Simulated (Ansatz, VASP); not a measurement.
# AlN: VASP beside Ansatz

INCAR

```
SYSTEM = AlN
ALGO = Normal
EDIFF = 1E-6
ENCUT = 520
GGA = CA
ISIF = 2
ISMEAR = 0
LASPH = .TRUE.
LCHARG = .TRUE.
LELF = .TRUE.
LREAL = .FALSE.
LVHAR = .TRUE.
LWAVE = .FALSE.
NBANDS = 26
NELM = 60
PREC = Accurate
SIGMA = 0.05
```

KPOINTS

```
k-points
0
G
  8 6 4
  0 0 0
```

Contents of POSCAR:

```
AlN
1.0
   -1.6378403119      2.8368226349      0.0000000000
    0.0000000000      0.0000000000      4.1006264518
    4.9135209358      2.8368226349      0.0000000000
Al N
4 4
Direct
    0.6084926130      0.7500000000      0.1018849289
    1.0000000000      0.7500000000      0.6666666667
    0.0000000000      0.2500000000      0.3333333333
    0.5000000000      0.2500000000      0.8333333333
    0.5000000000      0.2500000000      0.1666666667
    1.0000000000      0.2500000000      0.6666666667
    0.0000000000      0.7500000000      0.3333333333
    0.5000000000      0.7500000000      0.8333333333
```

Input for Ansatz:

```yaml
crystal:
  lattice:
    - [-1.6378403119, 2.8368226349, 0.0]
    - [0.0, 0.0, 4.1006264518]
    - [4.9135209358, 2.8368226349, 0.0]
  atoms:
    - { symbol: Al, position: [0.608492613, 0.75, 0.1018849289] }
    - { symbol: Al, position: [1.0, 0.75, 0.6666666667] }
    - { symbol: Al, position: [0.0, 0.25, 0.3333333333] }
    - { symbol: Al, position: [0.5, 0.25, 0.8333333333] }
    - { symbol: "N", position: [0.5, 0.25, 0.1666666667] }
    - { symbol: "N", position: [1.0, 0.25, 0.6666666667] }
    - { symbol: "N", position: [0.0, 0.75, 0.3333333333] }
    - { symbol: "N", position: [0.5, 0.75, 0.8333333333] }
basis:
  ecutwfc: 420
kpoints:
  mp_grid: { grid: [8, 6, 4] }
hamiltonian:
  xc: lda
  pseudopotentials: { kind: paw, azcp: { folder: soft_1 } }
scf:
  occupations: { method: gaussian, width: 0.05 }
output:
  forces: true
  stress: true
  eigenvalues: true
```

Alike in both runs: task single point; functional LDA; k mesh 8 × 6 × 4; occupations gaussian, width 0.05 eV; no spin polarisation.

```csv
,VASP,Ansatz
version,VASP 6.6.1,Ansatz 0.2.0
potentials or method,"VASP PAW LDA potentials, release 64 (Al, N), cutoff 520 eV","scalar-relativistic, plane waves, PAW"
valence electrons in the cell,32,32
```

VASP gave:

| Item | Value |
| --- | --- |
| gap on the k mesh at the Fermi level (eV) | 2.51 |
| least direct gap on the mesh (eV) | 2.51 |
| pressure (GPa) | 9.9 |
| traceless stress, the component that is largest in VASP (GPa) | 15.37 |
| rms of the force components (eV/Å) | 3.128 |

Q: What did Ansatz give for the same quantities?

A: gap on the k mesh at the Fermi level (eV): 2.51; least direct gap on the mesh (eV): 2.51; pressure (GPa): 9.0; traceless stress, the component that is largest in VASP (GPa): 14.87; rms of the force components (eV/Å): 3.082.

Ansatz warns that its potentials were made for another functional, while VASP's fit it. LDA's correlation is that of Perdew and Zunger in VASP and of Perdew and Wang (1992) in Ansatz. Atom by atom the forces differ by 0.052 eV/Å (rms over components).
